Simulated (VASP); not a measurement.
A run of VASP 6.6.1 is set up as follows.

Contents of INCAR:

```
ALGO     = Normal         # electronic algorithm
EDIFF    = 1E-6           # SCF threshold, eV
ENCUT    = 500            # plane-wave cutoff, eV
GGA_COMPAT= False        
ISIF     = 2              # what is computed and relaxed
ISMEAR   = -1             # smearing method
LASPH    = True           # aspherical terms in the spheres
LCHARG   = False          # write CHGCAR
LREAL    = False          # projectors in reciprocal space
LWAVE    = False          # write WAVECAR
NBANDS   = 10             # bands
NELM     = 120            # most SCF steps
PREC     = Accurate       # precision mode
SIGMA    = 0.1            # smearing width, eV
```

The input KPOINTS:

```
k-points
0
Gamma
  10 10 10
```

POSCAR

```
I
1.0
   -2.0753519265      2.0753519265      2.0753519265
    2.0753519265     -2.0753519265      2.0753519265
    2.0753519265      2.0753519265     -2.0753519265
I
1
Direct
    0.0000000000      0.0000000000      0.0000000000
```

Potentials or basis: VASP PAW LDA potentials, release 64 (I).

Run with:

```sh
$ cat potpaw_LDA.64/I/POTCAR > POTCAR
$ mpirun -np 1 vasp_std > vasp.out
```

Task: Predict the pressure.

Result: -3.0 GPa.

Caveat: an odd number of electrons without spin polarisation forces a metal; a magnetic or distorted state may lie lower.
